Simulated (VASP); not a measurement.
# S (P6/mmm) in VASP: a series of runs, part 2 of 2

VASP 6.6.1.

**3. Single point, PBE**

This run uses another cell than the first one, of 28.25 Å³/atom.

INCAR

```
SYSTEM = S
  PREC = Accurate
  ENCUT = 520
  EDIFF = 1E-6
  ISMEAR = -1
  SIGMA = 0.1
  LREAL = .False.
  LASPH = .True.
  NELM = 60
  ALGO = Normal
  ISIF = 2
  LWAVE = .False.
  LCHARG = .False.
  GGA = PE
  NBANDS = 16
```

KPOINTS

```
Automatic mesh
0
Gamma
  8 8 11
  0 0 0
```

POSCAR

```
S
1.0
    6.7708042205      0.0000000000      0.0000000000
   -3.3854021103      5.8636884590      0.0000000000
    0.0000000000      0.0000000000      2.1345601296
S
3
Direct
    0.0000000000      0.0000000000      0.0000000000
    0.3333333333      0.6666666667      0.5000000000
    0.6666666667      0.3333333333      0.5000000000
```

Potentials or basis: VASP PAW PBE potentials, release 64 (S).

On the command line:

```console
> cat potpaw_PBE.64/S/POTCAR > POTCAR
> mpirun -np 1 vasp_std > vasp.out
```

OUTCAR:

```text
SYSTEM = S
   PREC = Accurate
   ENCUT = 520
   EDIFF = 1E-6
   ISMEAR = -1
   LREAL = .False.
   LASPH = .True.
   NELM = 60
   ISIF = 2
   GGA = PE

 ion  position               nearest neighbor table
   1  0.000  0.000  0.000-
   2  0.333  0.667  0.500-
   3  0.667  0.333  0.500-

  LATTYP: Found a hexagonal cell.
 ALAT       =     6.7708042205
 C/A-ratio  =     0.3152594670

  Lattice vectors:

 A1 = (   6.7708042205,   0.0000000000,   0.0000000000)
 A2 = (  -3.3854021103,   5.8636884590,   0.0000000000)
 A3 = (   0.0000000000,   0.0000000000,   2.1345601296)

Analysis of symmetry for initial positions (statically):
=====================================================================
 Subroutine PRICEL returns:
 Original cell was already a primitive cell.

 Routine SETGRP: Setting up the symmetry group for a
 hexagonal supercell.

 Subroutine GETGRP returns: Found 24 space group operations
 (whereof 24 operations were pure point group operations)
 out of a pool of 24 trial point group operations.

The static configuration has the point symmetry D_6h.

Analysis of symmetry for dynamics (positions and initial velocities):
=====================================================================
 Subroutine PRICEL returns:
 Original cell was already a primitive cell.

 Routine SETGRP: Setting up the symmetry group for a
 hexagonal supercell.

 Subroutine GETGRP returns: Found 24 space group operations
 (whereof 24 operations were pure point group operations)
 out of a pool of 24 trial point group operations.

The dynamic configuration has the point symmetry D_6h.

 Subroutine INISYM returns: Found 24 space group operations
 (whereof 24 operations are pure point group operations),
 and found     1 'primitive' translations

----------------------------------------------------------------------------------------

                                     Primitive cell

  volume of cell :      84.7461

  direct lattice vectors                    reciprocal lattice vectors
     6.770804220  0.000000000  0.000000000     0.147692943  0.085270560  0.000000000
    -3.385402110  5.863688459  0.000000000     0.000000000  0.170541120  0.000000000
     0.000000000  0.000000000  2.134560130     0.000000000  0.000000000  0.468480595

  length of vectors
     6.770804220  6.770804221  2.134560130     0.170541120  0.170541120  0.468480595

  position of ions in fractional coordinates (direct lattice)
     0.000000000  0.000000000  0.000000000
     0.333333333  0.666666667  0.500000000
     0.666666667  0.333333333  0.500000000

  ion indices of the primitive-cell ions
   primitive index   ion index
                 1           1
                 2           2
                 3           3

----------------------------------------------------------------------------------------

 KPOINTS: Automatic mesh

Automatic generation of k-mesh.
 Grid dimensions read from file:
 generate k-points for:    8    8   11

 Generating k-lattice:

  Cartesian coordinates                     Fractional coordinates (reciprocal lattice)
     0.018461618  0.010658820  0.000000000     0.125000000 -0.000000000  0.000000000
     0.000000000  0.021317640  0.000000000     0.000000000  0.125000000  0.000000000
     0.000000000  0.000000000  0.042589145     0.000000000  0.000000000  0.090909091

  Length of vectors
     0.021317640  0.021317640  0.042589145

  Shift w.r.t. Gamma in fractional coordinates (k-lattice)
     0.000000000  0.000000000  0.000000000

 Subroutine IBZKPT returns following result:
 ===========================================

 Found     60 irreducible k-points:

 Following reciprocal coordinates:
            Coordinates               Weight
  0.000000  0.000000  0.000000      1.000000
  0.125000 -0.000000  0.000000      6.000000
  0.250000 -0.000000  0.000000      6.000000
  0.375000  0.000000  0.000000      6.000000
  0.500000 -0.000000  0.000000      3.000000
  0.125000  0.125000  0.000000      6.000000
[... 16 lines left out ...]
  0.250000 -0.000000  0.181818     12.000000
  0.375000  0.000000  0.181818     12.000000
 [... further k-points ...]
   k-points           NKPTS =     60   k-points in BZ     NKDIM =     60   number of bands    NBANDS=     16
   number of dos      NEDOS =    301   number of ions     NIONS =      3
   total plane-waves  NPLWV =  40000
   dimension x,y,z NGX =    50 NGY =   50 NGZ =   16
   dimension x,y,z NGXF=   100 NGYF=  100 NGZF=   32
   ions per type =               3
   NGX,Y,Z   is equivalent  to a cutoff of  12.28, 12.28, 12.46 a.u.
   NGXF,Y,Z  is equivalent  to a cutoff of  24.55, 24.55, 24.92 a.u.
 SYSTEM =  S
   PREC   = accura    normal or accurate (medium, high low for compatibility)
   ISTART =      0    job   : 0-new  1-cont  2-samecut
   ICHARG =      2    charge: 1-file 2-atom 10-const
   ISPIN  =      1    spin polarized calculation?
   LNONCOLLINEAR =      F non collinear calculations
   LSORBIT =      F    spin-orbit coupling
   LASPH  =      T    aspherical Exc in radial PAW
   ENCUT  =  520.0 eV  38.22 Ry    6.18 a.u.  12.59 12.59  3.97*2*pi/ulx,y,z
   NELM   =     60;   NELMIN=  2; NELMDL= -5     # of ELM steps
   EDIFF  = 0.1E-05   stopping-criterion for ELM
   LREAL  =      F    real-space projection
   EDIFFG = 0.1E-04   stopping-criterion for IOM
   NSW    =      0    number of steps for IOM
   IBRION =     -1    ionic relax: 0-MD 1-quasi-New 2-CG
   NFREE  =      0    steps in history (QN), initial steepest desc. (CG)
   ISIF   =      2    stress and relaxation
   ISYM   =      2    0-nonsym 1-usesym 2-fastsym
   POTIM  = 0.5000    time-step for ionic-motion
   TEBEG  =    0.0;   TEEND  =   0.0 temperature during run
   PSTRESS=    0.0 pullay stress
   NELECT =      18.0000    total number of electrons
   NUPDOWN=      -1.0000    fix difference up-down
   EMIN   =  10.00;   EMAX   =-10.00  energy-range for DOS
   EFERMI =   0.00;   METHOD = LEGACY
   ISMEAR =    -1;   SIGMA  =   0.10  broadening in eV -4-tet -1-fermi 0-gaus
   EFERMI_NEDOS =   21; number of points for ismear=-14 and -15
   IALGO  =     38    algorithm
   IMIX   =      4    mixing-type and parameters
     AMIX     =   0.40;   BMIX     =  1.00
     AMIX_MAG =   1.60;   BMIX_MAG =  1.00
  volume/ion in A,a.u.               =      28.25       190.63
  Fermi-wavevector in a.u.,A,eV,Ry     =   0.976770  1.845828 12.981052  0.954080
  Thomas-Fermi vector in A             =   2.107415
   LORBIT       =      0    0 simple, 1 ext, 2 COOP (PROOUT), +10 PAW based schemes
   GGA     = PE    functional components
   LHFCALC =     F    Hartree Fock is set to
   AEXX    =    0.0000 exact exchange contribution
   IVDW    =     0    specifies the selected vdW correction
   LEPSILON=     F    determine dielectric tensor
   LRPA    =     F    only Hartree local field effects (RPA)
 non-spin polarized calculation
  energy-cutoff  :      520.00
  volume of cell :       84.75
 maximum number of plane-waves:      2312
   NGX = 25   NGY = 25   NGZ =  7

 number of electron      18.0000001 magnetization

 Free energy of the ion-electron system (eV)
  ---------------------------------------------------
  ext. energy  EPLUGINS =         0.00000000
  ---------------------------------------------------
  free energy    TOTEN  =       -10.12414738 eV

  energy without entropy =      -10.00743574  energy(sigma->0) =      -10.06579156

 E-fermi :   1.3371     XC(G=0):  -7.9454

 val. band max:        1.3215398830   @ k =   0.2500   0.1250   0.3636
 cond. band min:       1.3876448033   @ k =   0.3750   0.0000   0.3636
 fundamental gap:      0.0661049204
 Fermi energy:         1.3370982748

 k-point     1 :       0.0000    0.0000    0.0000
  band No.  band energies     occupation
      1     -14.0479      2.00000
      2     -13.7576      2.00000
      3     -13.7486      2.00000
      4      -2.7164      2.00000
      5      -2.7164      2.00000
      6      -2.7055      2.00000
[... 8 lines left out ...]
     15       9.8804      0.00000
     16       9.8804      0.00000
[... 419 lines left out ...]
 k-point    24 :       0.3750    0.0000    0.1818
  band No.  band energies     occupation
      1     -12.9532      2.00000
      2     -12.8387      2.00000
      3     -12.7894      2.00000
      4      -2.2390      2.00000
      5      -1.8667      2.00000
      6      -1.2910      2.00000
[... 8 lines left out ...]
     15       9.4740      0.00000
     16       9.6806      0.00000

 [... further k-points ...]

------------------------ aborting loop because EDIFF is reached ----------------------------------------

  FORCE on cell =-STRESS in cart. coord.  units (eV):
  Direction    XX          YY          ZZ          XY          YZ          ZX
  --------------------------------------------------------------------------------------
  -------------------------------------------------------------------------------------
  Total       -0.0128226     -0.0128226     -0.2992486      0.0000000      0.0000000      0.0000000
  in kB       -0.2424183     -0.2424183     -5.6574816      0.0000000      0.0000000      0.0000000
  external PRESSURE =      -2.0474394 kB  Pullay stress =       0.0000000 kB

 VOLUME and BASIS-vectors are now :
 -----------------------------------------------------------------------------
  energy-cutoff  :      520.00
  volume of cell :       84.75
      direct lattice vectors                 reciprocal lattice vectors
     6.770804220  0.000000000  0.000000000     0.147692943  0.085270560  0.000000000
    -3.385402110  5.863688459  0.000000000     0.000000000  0.170541120  0.000000000
     0.000000000  0.000000000  2.134560130     0.000000000  0.000000000  0.468480595

 POSITION                                       TOTAL-FORCE (eV/Angst)
 -----------------------------------------------------------------------------------
      0.00000      0.00000      0.00000        -0.000000      0.000000      0.000000
     -0.00000      3.90913      1.06728         0.000000      0.000000      0.000000
      3.38540      1.95456      1.06728         0.000000     -0.000000      0.000000
 -----------------------------------------------------------------------------------
    total drift:                                0.000000     -0.000000      0.000000

  FREE ENERGIE OF THE ION-ELECTRON SYSTEM (eV)
  ---------------------------------------------------
  free  energy   TOTEN  =       -10.1241473799 eV

  energy  without entropy=      -10.0074357359  energy(sigma->0) =      -10.06579156
```

OSZICAR:

```text
N       E                     dE             d eps       ncg     rms          rms(c)
DAV:   1     0.845902968510E+02    0.84590E+02   -0.72564E+03  1920   0.919E+02
DAV:   2    -0.459349178237E+01   -0.89184E+02   -0.83820E+02  2632   0.162E+02
DAV:   3    -0.100584314788E+02   -0.54649E+01   -0.54259E+01  2336   0.447E+01
DAV:   4    -0.101231898894E+02   -0.64758E-01   -0.64711E-01  2784   0.581E+00
DAV:   5    -0.101245410949E+02   -0.13512E-02   -0.13510E-02  2528   0.786E-01    0.181E+01
DAV:   6    -0.101236818906E+02    0.85920E-03   -0.11629E-02  2808   0.471E-01    0.106E+01
DAV:   7    -0.101639428718E+02   -0.40261E-01   -0.29921E-01  3024   0.155E+00    0.184E+00
DAV:   8    -0.101240017224E+02    0.39941E-01   -0.85857E-02  2912   0.102E+00    0.323E-01
DAV:   9    -0.101242868858E+02   -0.28516E-03   -0.91226E-03  2736   0.396E-01    0.224E-01
DAV:  10    -0.101241756327E+02    0.11125E-03   -0.60153E-04  2584   0.119E-01    0.933E-02
DAV:  11    -0.101241420840E+02    0.33549E-04   -0.15354E-04  2800   0.408E-02    0.518E-02
DAV:  12    -0.101241466830E+02   -0.45991E-05   -0.41874E-05  2424   0.336E-02    0.756E-03
DAV:  13    -0.101241473799E+02   -0.69688E-06   -0.19623E-06  2384   0.875E-03
   1 F= -.10124147E+02 E0= -.10065792E+02  d E =-.116712E+00
```

Run time: 75 s. Hardware: 1 thread of Intel Xeon 8259CL, shared host; peak memory 0.21 GiB.

Results:

```yaml
Free_energy: -10.1241 eV
Pressure: -0.2 GPa
Band_gap_on_the_k_mesh: zero (bands 9 and 10 overlap by 1.62 eV)
```

Levels at points of the mesh, in eV from the Fermi level:
| k point | band 5 | band 6 | band 7 | band 8 | band 9 | band 10 | band 11 | band 12 | band 13 | band 14 |
| --- | --- | --- | --- | --- | --- | --- | --- | --- | --- | --- |
| (0.00, 0.00, 0.00) | -4.05 | -4.04 | -4.04 | -2.73 | -2.73 | 3.96 | 8.09 | 8.09 | 8.09 | 8.09 |
| (0.50, 0.00, 0.00) | -3.88 | -3.87 | -3.13 | -3.11 | -3.11 | 5.37 | 6.10 | 6.11 | 7.20 | 7.21 |

**4. Single point, PBE**

This run uses another cell than the first one, of 28.25 Å³/atom.

INCAR

```
ALGO = Normal ; EDIFF = 1E-6
ENCUT = 520 ; GGA = PE
ISIF = 2 ; ISMEAR = -1
LASPH = True ; LCHARG = False
LREAL = False ; LWAVE = False
NBANDS = 16 ; NELM = 80
PREC = Accurate ; SIGMA = 0.1
```

KPOINTS

```
k-points
0
Gamma
  8 8 11
```

POSCAR is that of step 3.

On the command line:

```console
> cat potpaw_PBE.64/S/POTCAR > POTCAR
> mpirun -np 1 vasp_std > vasp.out
```

Wall time 78 s (1 thread of Intel Xeon 8259CL, shared host); peak memory 0.21 GiB.

It converged, with:

```yaml
Free_energy: -10.1241 eV
Pressure: -0.2 GPa
Band_gap_on_the_k_mesh: zero (bands 9 and 10 overlap by 1.62 eV)
```

Stress tensor (GPa, compression positive):
```
-0.02  0.00  0.00
 0.00 -0.02  0.00
 0.00  0.00 -0.57
```

Levels at points of the mesh, in eV from the Fermi level:
| k point | band 7 | band 8 | band 9 | band 10 | band 11 | band 12 |
| --- | --- | --- | --- | --- | --- | --- |
| (0.00, 0.00, 0.00) | -4.04 | -2.73 | -2.73 | 3.96 | 8.09 | 8.09 |
| (0.50, 0.00, 0.00) | -3.13 | -3.11 | -3.11 | 5.37 | 6.10 | 6.11 |

**5. Relaxation of shape and atoms at fixed volume, PBE**

This run uses another cell than the first one, of 11.30 Å³/atom.

INCAR

```
  ALGO = Normal
  EDIFF = 1E-7
  EDIFFG = -0.005
  ENCUT = 600
  GGA = PE
  IBRION = 2
  ISIF = 4
  ISMEAR = -1
  LASPH = T
  LCHARG = F
  LREAL = F
  LWAVE = F
  NELM = 100
  NSW = 50
  PREC = Accurate
  SIGMA = 0.1
```

KPOINTS is that of step 4.

POSCAR

```
S
1.0
    4.9887712039      0.0000000000      0.0000000000
   -2.4943856020      4.3204025962      0.0000000000
    0.0000000000      0.0000000000      1.5727573506
S
3
Direct
    0.0000000000      0.0000000000      0.0000000000
    0.3333333333      0.6666666667      0.5000000000
    0.6666666667      0.3333333333      0.5000000000
```

On the command line:

```console
> cat potpaw_PBE.64/S/POTCAR > POTCAR
> mpirun -np 1 vasp_std > vasp.out
```

Run time: 4.5 min. Hardware: 1 thread of Intel Xeon 8259CL, shared host; peak memory 0.17 GiB.

It converged, with:

| Property | Result |
| --- | --- |
| Free energy | -7.2030 eV |
| Pressure after relaxing | 58.4 GPa |
| Band gap on the k mesh | zero (bands 9 and 10 overlap by 7.31 eV) |

Stress tensor (GPa, compression positive):
```
58.36  0.00  0.00
 0.00 58.36  0.00
 0.00  0.00 58.46
```

Final structure:
```
CELL_PARAMETERS angstrom
4.17223 0.00000 0.00000
-2.08612 3.61326 0.00000
0.00000 0.00000 2.24860
ATOMIC_POSITIONS crystal
S 0.00000 0.00000 0.00000
S 0.33333 0.66667 0.50000
S 0.66667 0.33333 0.50000
```

Levels at points of the mesh, in eV from the Fermi level:
| k point | band 5 | band 6 | band 7 | band 8 | band 9 | band 10 | band 11 | band 12 | band 13 |
| --- | --- | --- | --- | --- | --- | --- | --- | --- | --- |
| (0.00, 0.00, 0.00) | -8.84 | -8.40 | -8.40 | 3.37 | 3.94 | 3.94 | 7.43 | 7.48 | 7.77 |
| (0.50, 0.00, 0.00) | -4.38 | -4.03 | -1.66 | -1.45 | -0.01 | 5.07 | 5.33 | 5.69 | 7.03 |

Caveat: the k points lie up to 0.25 Å⁻¹ apart in the final cell, too coarse for converged energies and pressures of a metal; a cell axis changed by over 15 % at a fixed basis, so the end point is rough.

**6. Relaxation of shape and atoms at fixed volume, PBE**

This run uses another cell than the first one, of 12.71 Å³/atom.

INCAR

```
PREC = Accurate ; ENCUT = 600
EDIFF = 1E-6 ; ISMEAR = -1
SIGMA = 0.1 ; LREAL = F
LASPH = T ; NELM = 80
ALGO = Normal ; ISIF = 4
LWAVE = F ; LCHARG = F
GGA = PE ; IBRION = 2
NSW = 50 ; EDIFFG = -0.005
```

KPOINTS

```
regular mesh
0
Gamma
  8 8 11
```

POSCAR

```
S
1.0
    5.1885311390      0.0000000000      0.0000000000
   -2.5942655696      4.4933997747      0.0000000000
    0.0000000000      0.0000000000      1.6357335613
S
3
Direct
    0.0000000000      0.0000000000      0.0000000000
    0.3333333333      0.6666666667      0.5000000000
    0.6666666667      0.3333333333      0.5000000000
```

Potentials or basis: VASP PAW PBE potentials, release 64 (S).

On the command line:

```console
> cat potpaw_PBE.64/S/POTCAR > POTCAR
> mpirun -np 1 vasp_std > vasp.out
```

Run time: 2.4 min. Hardware: 1 thread of Intel Xeon 6975P-C (Granite Rapids), shared host; peak memory 0.17 GiB.

Results (log left out):

```yaml
Free_energy: -8.3557 eV
Energy_gained_by_relaxing: 2972.5 meV/atom
Ionic_steps: 27
Pressure_after_relaxing: 31.0 GPa
Band_gap_on_the_k_mesh: zero (bands 9 and 10 overlap by 6.40 eV)
```

The path:
```csv
step,energy change (eV),largest force (eV/Å),pressure (GPa),volume (Å³)
1,0.0000,0.0000,156.88,38.14
2,-0.6364,0.0000,51.87,38.14
3,-8.7486,0.0000,29.46,38.14
4,-8.7827,0.0000,29.43,38.14
5,-8.3816,0.0000,45.83,38.14
6,-8.9124,0.0000,30.45,38.14
7,-8.9021,0.0000,32.51,38.14
8,-8.9170,0.0000,31.17,38.14
9,-8.9170,0.0000,31.18,38.14
10,-8.9170,0.0000,31.17,38.14
11,-8.9170,0.0000,31.18,38.14
12,-8.9170,0.0000,31.18,38.14
13,-8.9170,0.0000,31.18,38.14
14,-8.9170,0.0000,31.18,38.14
15,-8.9170,0.0000,31.17,38.14
16,-8.9170,0.0000,31.17,38.14
17,-8.9170,0.0000,31.17,38.14
18,-8.9170,0.0000,31.17,38.14
19,-8.9170,0.0000,31.17,38.14
20,-8.9170,0.0000,31.17,38.14
21,-8.9170,0.0000,31.16,38.14
22,-8.9171,0.0000,31.15,38.14
23,-8.9172,0.0000,31.13,38.14
24,-8.9173,0.0000,31.09,38.14
25,-8.9175,0.0000,31.01,38.14
26,-8.9173,0.0000,30.85,38.14
27,-8.9175,0.0000,30.97,38.14
```

Final structure:
```cif
data_structure
_symmetry_space_group_name_H-M 'P 1'
_symmetry_Int_Tables_number 1
_cell_length_a 4.3619
_cell_length_b 4.3619
_cell_length_c 2.3145
_cell_angle_alpha 90.000
_cell_angle_beta 90.000
_cell_angle_gamma 120.000
_cell_volume 38.14
loop_
_atom_site_label
_atom_site_type_symbol
_atom_site_fract_x
_atom_site_fract_y
_atom_site_fract_z
_atom_site_occupancy
S1 S 0.00000 0.00000 0.00000 1
S2 S 0.33333 0.66667 0.50000 1
S3 S 0.66667 0.33333 0.50000 1
```

Levels at points of the mesh, in eV from the Fermi level:
```csv
k point,band 5,band 6,band 7,band 8,band 9,band 10,band 11,band 12,band 13
"(0.00, 0.00, 0.00)",-7.70,-7.27,-7.27,3.10,3.10,3.39,6.55,6.90,7.97
"(0.50, 0.00, 0.00)",-4.20,-3.85,-1.35,-1.20,-0.18,4.76,5.02,5.98,6.31
```

Caveat: a cell axis changed by over 15 % at a fixed basis, so the end point is rough.

**7. Summary**

| task | cell | cutoff (eV) | gap on the mesh (eV) | pressure (GPa) |
| --- | --- | --- | --- | --- |
| single point | a = 6.601, b = 6.601, c = 2.133 Å, angles 90.0, 90.0, 120.0°, 3 atoms | 520 | none | 0.2 |
| single point | a = 6.771, b = 6.771, c = 2.135 Å, angles 90.0, 90.0, 120.0°, 3 atoms | 520 | none | -0.2 |
| relaxation of shape and atoms at fixed volume | relaxed from a = 4.989, b = 4.989, c = 1.573 Å, angles 90.0, 90.0, 120.0°, 3 atoms | 600 | none | 58.4 |
| relaxation of shape and atoms at fixed volume | relaxed from a = 5.189, b = 5.189, c = 1.636 Å, angles 90.0, 90.0, 120.0°, 3 atoms | 600 | none | 31.0 |

Alike in all rows: level PBE; potentials or basis VASP PAW PBE potentials, release 64 (S); no spin polarisation; k mesh 8 × 8 × 11; smearing fermi-dirac 0.1 eV.

Caveats: some runs use coarse meshes; a cell axis changed by over 15 % at a fixed basis, so the end point is rough (at least some runs).

Total energies depend on the potentials used, so only differences within one code and one set of settings carry meaning.
